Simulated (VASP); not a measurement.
HCl: single point with LDA

System: HCl.

```
Cl H
1.0
     6.73866    0.00000    0.00000
     0.00000    6.73866    0.00000
     0.00000    0.00000    6.73866
Cl H
6 6
Cartesian
  0.6493 0.3703 5.7374
  2.5123 4.4702 5.2715
  4.8488 5.3651 0.9918
  6.5406 1.7673 1.8127
  2.1203 6.4537 2.7620
  3.6335 2.7642 2.8328
  0.2192 0.8385 6.9320
  1.7913 5.4305 5.8851
  3.8195 5.7809 1.7087
  5.2708 2.2275 1.8061
  2.3217 5.5670 3.8109
  3.0691 1.5687 3.0095
```

```json
{
 "Program": "VASP 6.6.1",
 "Task": "single point",
 "Functional": "LDA",
 "Potentials or basis": "VASP PAW LDA potentials, release 64 (Cl, H)",
 "Cutoff": "520 eV",
 "k mesh": "1 × 1 × 1",
 "Occupations": "fermi-dirac, width 0.02 eV",
 "Spin": "no spin polarisation",
 "Dipole correction": "no",
 "Further INCAR settings": "ALGO = Normal; EDIFF = 1e-07; NBANDS = 36"
}
```

The pressure is -0.2 GPa. The largest force is 0.399 eV/Å.

Forces in eV/Å, atoms in the order of the input:
```
Cl  -0.031 -0.043  0.110
Cl  -0.122  0.122  0.079
Cl  -0.062  0.023  0.076
Cl  -0.229  0.193 -0.069
Cl  -0.001  0.014  0.027
Cl  -0.114 -0.130  0.027
H   -0.020 -0.034 -0.122
H    0.038 -0.053 -0.122
H    0.087 -0.050 -0.086
H    0.345 -0.175  0.098
H    0.029  0.019 -0.009
H    0.080  0.115 -0.007
```

Stress tensor (GPa, compression positive):
```
-0.04 -0.11  0.06
-0.11 -0.48  0.24
 0.06  0.24 -0.08
```

Levels at points of the mesh, in eV from the Fermi level:
```csv
k point,band 22,band 23,band 24,band 25,band 26,band 27
"(0.00, 0.00, 0.00)",-0.89,-0.63,-0.48,4.89,6.15,6.37
```

It took 19 s on 1 thread of Intel Xeon 8259CL, with other jobs on the host, peak memory 0.24 GiB.

Caveat: the k points lie up to 0.93 Å⁻¹ apart.
